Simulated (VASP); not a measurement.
# TiSi2: single point with PBE

The system is TiSi2.

```xyz
3
Lattice="-1.4630 1.7006 4.1838 1.4630 -1.7006 4.1838 1.4630 1.7006 -4.1838" Properties=species:S:1:pos:R:3 pbc="T T T"
Ti    0.0000    0.0000    0.0000
Si    0.0000    0.0000    5.6070
Si    0.0000    0.0000    2.7607
```

This cell differs from its parent crystal: volume scaled by 0.98.

| Quantity | Value |
| --- | --- |
| Program | VASP 6.6.1 |
| Task | single point |
| Functional | PBE |
| Potentials or basis | VASP PAW PBE potentials, release 64 (Ti_sv, Si) |
| Cutoff | 520 eV |
| k mesh | 12 × 12 × 12 |
| Occupations | fermi-dirac, width 0.05 eV |
| Spin | no spin polarisation |
| Dipole correction | no |
| Further INCAR settings | ALGO = Normal; EDIFF = 1e-06; NBANDS = 17 |

```yaml
Pressure: 3.2 GPa
Band_gap_on_the_k_mesh: zero (band 10 reaches 11.61 eV, above the bottom of band 11 at 9.23 eV)
```

Stress tensor (GPa, compression positive):
```
3.56 0.00 0.00
0.00 3.16 0.00
0.00 0.00 2.72
```

Levels at points of the mesh, in eV from the Fermi level:
```csv
k point,band 6,band 7,band 8,band 9,band 10,band 11,band 12,band 13,band 14,band 15
"(0.00, 0.00, 0.00)",-4.83,-4.13,-2.19,-0.65,0.79,2.08,2.46,3.20,3.86,4.16
"(0.50, 0.00, 0.00)",-9.22,-4.39,-3.79,-0.71,0.98,2.09,2.64,3.62,4.09,5.60
"(0.00, 0.50, 0.00)",-8.22,-3.64,-3.42,-0.95,-0.45,0.98,2.82,3.46,4.09,4.37
"(0.50, 0.50, 0.00)",-5.38,-5.13,-4.66,-2.94,-1.34,-0.64,2.81,2.98,3.18,3.59
"(0.50, 0.50, 0.50)",-8.92,-1.31,-1.30,-0.37,0.46,2.03,2.52,2.53,3.76,3.94
```

Wall time 5.2 min on 1 thread of Intel(R) Xeon(R) Platinum 8259CL CPU @ 2.50GHz (Skylake/Cascade Lake), on a shared host, peak memory 0.34 GiB.
